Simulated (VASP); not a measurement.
# BN (Qingsongite) (F-43m) in VASP: single point with PBE

Aim: the single point of BN (Qingsongite) with PBE.

All numbers are computed with VASP 6.6.1; they aren't measurements. Logs are shortened: lines on timing, memory, paths and dates and some standing lists are left out, and cuts for length are marked.

## (1) The cell of the first run

The structure is cubic, space group F-43m (No. 216). The conventional cell has a = 3.615 Å, b = 3.615 Å, c = 3.615 Å, α = 90.00°, β = 90.00°, γ = 90.00°. B (site symmetry -43m) has 4 N at 1.57 Å within 2.1 Å. Within 2.1 Å of N (site symmetry -43m) lie 4 B at 1.57 Å.

## (2) Single point, PBE

The input, INCAR:

```
SYSTEM = BN
PREC = Accurate ; ENCUT = 520
EDIFF = 1E-7 ; ISMEAR = 0
SIGMA = 0.01 ; LREAL = .FALSE.
LASPH = .TRUE. ; NELM = 60
ALGO = Normal ; ISIF = 2
LWAVE = .FALSE. ; LCHARG = .FALSE.
GGA = PE ; NBANDS = 11
```

The input, KPOINTS:

```
regular mesh
0
G
  10 10 10
  0 0 0
```

The input, POSCAR:

```
BN
1.0
    0.0000000000      1.8075000000      1.8075000000
    1.8075000000      0.0000000000      1.8075000000
    1.8075000000      1.8075000000      0.0000000000
B N
1 1
Direct
    0.0000000000      0.0000000000      0.0000000000
    0.2500000000      0.2500000000      0.2500000000
```

Potentials or basis: VASP PAW PBE potentials, release 64 (B, N).

Launch:

```bash
> cat potpaw_PBE.64/B/POTCAR potpaw_PBE.64/N/POTCAR > POTCAR
> mpirun -np 1 vasp_std > vasp.out
```

OUTCAR:

```text
SYSTEM = BN
   PREC = Accurate
   ENCUT = 520
   EDIFF = 1E-7
   ISMEAR = 0
   LREAL = .FALSE.
   LASPH = .TRUE.
   NELM = 60
   ISIF = 2
   GGA = PE

 ion  position               nearest neighbor table
   1  0.000  0.000  0.000-   2 1.57   2 1.57   2 1.57   2 1.57
   2  0.250  0.250  0.250-   1 1.57   1 1.57   1 1.57   1 1.57

  LATTYP: Found a face centered cubic cell.
 ALAT       =     3.6150000000

  Lattice vectors:

 A1 = (   0.0000000000,   1.8075000000,   1.8075000000)
 A2 = (   1.8075000000,   0.0000000000,   1.8075000000)
 A3 = (   1.8075000000,   1.8075000000,   0.0000000000)

Analysis of symmetry for initial positions (statically):
=====================================================================
 Subroutine PRICEL returns:
 Original cell was already a primitive cell.

 Routine SETGRP: Setting up the symmetry group for a
 face centered cubic supercell.

 Subroutine GETGRP returns: Found 24 space group operations
 (whereof 24 operations were pure point group operations)
 out of a pool of 48 trial point group operations.

The static configuration has the point symmetry T_d .

Analysis of symmetry for dynamics (positions and initial velocities):
=====================================================================
 Subroutine PRICEL returns:
 Original cell was already a primitive cell.

 Routine SETGRP: Setting up the symmetry group for a
 face centered cubic supercell.

 Subroutine GETGRP returns: Found 24 space group operations
 (whereof 24 operations were pure point group operations)
 out of a pool of 48 trial point group operations.

The dynamic configuration has the point symmetry T_d .

 Subroutine INISYM returns: Found 24 space group operations
 (whereof 24 operations are pure point group operations),
 and found     1 'primitive' translations

----------------------------------------------------------------------------------------

                                     Primitive cell

  volume of cell :      11.8104

  direct lattice vectors                    reciprocal lattice vectors
     0.000000000  1.807500000  1.807500000    -0.276625173  0.276625173  0.276625173
     1.807500000  0.000000000  1.807500000     0.276625173 -0.276625173  0.276625173
     1.807500000  1.807500000  0.000000000     0.276625173  0.276625173 -0.276625173

  length of vectors
     2.556191014  2.556191014  2.556191014     0.479128854  0.479128854  0.479128854

  position of ions in fractional coordinates (direct lattice)
     0.000000000  0.000000000  0.000000000
     0.250000000  0.250000000  0.250000000

[... 85 lines left out ...]
   TEBEG  =    0.0;   TEEND  =   0.0 temperature during run
   PSTRESS=    0.0 pullay stress
   NELECT =       8.0000    total number of electrons
   NUPDOWN=      -1.0000    fix difference up-down
   EMIN   =  10.00;   EMAX   =-10.00  energy-range for DOS
   EFERMI =   0.00;   METHOD = LEGACY
   ISMEAR =     0;   SIGMA  =   0.01  broadening in eV -4-tet -1-fermi 0-gaus
   EFERMI_NEDOS =   21; number of points for ismear=-14 and -15
   IALGO  =     38    algorithm
   IMIX   =      4    mixing-type and parameters
     AMIX     =   0.40;   BMIX     =  1.00
     AMIX_MAG =   1.60;   BMIX_MAG =  1.00
  volume/ion in A,a.u.               =       5.91        39.85
  Fermi-wavevector in a.u.,A,eV,Ry     =   1.437749  2.716952 28.124920  2.067123
  Thomas-Fermi vector in A             =   2.556793
   LORBIT       =      0    0 simple, 1 ext, 2 COOP (PROOUT), +10 PAW based schemes
   GGA     = PE    functional components
   LHFCALC =     F    Hartree Fock is set to
   AEXX    =    0.0000 exact exchange contribution
   IVDW    =     0    specifies the selected vdW correction
   LEPSILON=     F    determine dielectric tensor
   LRPA    =     F    only Hartree local field effects (RPA)
 non-spin polarized calculation
 Gauss-broadening in eV      SIGMA  =   0.01
  energy-cutoff  :      520.00
  volume of cell :       11.81
 maximum number of plane-waves:       332
   NGX =  9   NGY =  9   NGZ =  9

 number of electron       7.9999999 magnetization

 Free energy of the ion-electron system (eV)
  ---------------------------------------------------
  ext. energy  EPLUGINS =         0.00000000
  ---------------------------------------------------
  free energy    TOTEN  =       -17.44977372 eV

  energy without entropy =      -17.44977372  energy(sigma->0) =      -17.44977372

 E-fermi :   7.5979     XC(G=0): -12.8220

 val. band max:        7.4029298250   @ k =   0.0000   0.0000   0.0000
 cond. band min:      11.8622772365   @ k =   0.5000   0.5000   0.0000
 fundamental gap:      4.4593474114
 Fermi energy:         7.5978795998

 k-point     1 :       0.0000    0.0000    0.0000
  band No.  band energies     occupation
      1     -12.8278      2.00000
      2       7.4029      2.00000
      3       7.4029      2.00000
      4       7.4029      2.00000
      5      16.2228      0.00000
      6      16.2228      0.00000
      7      16.2228      0.00000
      8      17.7523      0.00000
      9      32.1553      0.00000
     10      35.1713      0.00000
     11      35.1713      0.00000
[... 309 lines left out ...]
 k-point    24 :       0.4000    0.3000    0.0000
  band No.  band energies     occupation
      1      -9.0537      2.00000
      2       0.6267      2.00000
      3       2.8917      2.00000
      4       3.3306      2.00000
      5      13.5023      0.00000
      6      18.0406      0.00000
      7      22.8813      0.00000
      8      22.9785      0.00000
      9      27.1098      0.00000
     10      34.4878      0.00000
     11      39.1943      0.00000

 [... further k-points ...]

------------------------ aborting loop because EDIFF is reached ----------------------------------------

  FORCE on cell =-STRESS in cart. coord.  units (eV):
  Direction    XX          YY          ZZ          XY          YZ          ZX
  --------------------------------------------------------------------------------------
  -------------------------------------------------------------------------------------
  Total        0.2425637      0.2425637      0.2425637     -0.0000000     -0.0000000     -0.0000000
  in kB       32.9057240     32.9057240     32.9057240     -0.0000000     -0.0000000     -0.0000000
  external PRESSURE =      32.9057240 kB  Pullay stress =       0.0000000 kB

 VOLUME and BASIS-vectors are now :
 -----------------------------------------------------------------------------
  energy-cutoff  :      520.00
  volume of cell :       11.81
      direct lattice vectors                 reciprocal lattice vectors
     0.000000000  1.807500000  1.807500000    -0.276625173  0.276625173  0.276625173
     1.807500000  0.000000000  1.807500000     0.276625173 -0.276625173  0.276625173
     1.807500000  1.807500000  0.000000000     0.276625173  0.276625173 -0.276625173

 POSITION                                       TOTAL-FORCE (eV/Angst)
 -----------------------------------------------------------------------------------
      0.00000      0.00000      0.00000         0.000000     -0.000000     -0.000000
      0.90375      0.90375      0.90375        -0.000000      0.000000      0.000000
 -----------------------------------------------------------------------------------
    total drift:                                0.000000      0.000000      0.000000

  FREE ENERGIE OF THE ION-ELECTRON SYSTEM (eV)
  ---------------------------------------------------
  free  energy   TOTEN  =       -17.4497737179 eV

  energy  without entropy=      -17.4497737179  energy(sigma->0) =      -17.44977372
```

OSZICAR:

```text
N       E                     dE             d eps       ncg     rms          rms(c)
DAV:   1     0.101937922728E+02    0.10194E+02   -0.49530E+03  1090   0.719E+02
DAV:   2    -0.179098674366E+02   -0.28104E+02   -0.27202E+02  1263   0.164E+02
DAV:   3    -0.184143310005E+02   -0.50446E+00   -0.50398E+00  1208   0.188E+01
DAV:   4    -0.184148924081E+02   -0.56141E-03   -0.56140E-03  1106   0.715E-01
DAV:   5    -0.184148929404E+02   -0.53232E-06   -0.53234E-06  1178   0.213E-02    0.670E+00
DAV:   6    -0.175358175420E+02    0.87908E+00   -0.29333E+00  1076   0.990E+00    0.327E+00
DAV:   7    -0.174638225023E+02    0.71995E-01   -0.10401E-01  1151   0.266E+00    0.192E+00
DAV:   8    -0.174495038313E+02    0.14319E-01   -0.35567E-02  1142   0.137E+00    0.192E-01
DAV:   9    -0.174496811883E+02   -0.17736E-03   -0.96541E-04  1091   0.258E-01    0.836E-02
DAV:  10    -0.174497684388E+02   -0.87251E-04   -0.12214E-04  1111   0.943E-02    0.151E-02
DAV:  11    -0.174497736982E+02   -0.52594E-05   -0.92974E-06  1206   0.250E-02    0.106E-02
DAV:  12    -0.174497737220E+02   -0.23769E-07   -0.16103E-06  1109   0.865E-03    0.621E-04
DAV:  13    -0.174497737179E+02    0.40653E-08   -0.22831E-08   553   0.149E-03
   1 F= -.17449774E+02 E0= -.17449774E+02  d E =-.148750-169
```

It took 9.6 s on 1 thread of Intel Xeon 8259CL, shared host; peak memory 0.12 GiB.

Results:

```
Free energy            : -17.4498 eV
Pressure               : 3.3 GPa
Band gap on the k mesh : 4.46 eV, indirect (least direct gap 8.82 eV)
```

A k mesh can miss the band edges. As with any semilocal functional, this PBE gap is likely too small.
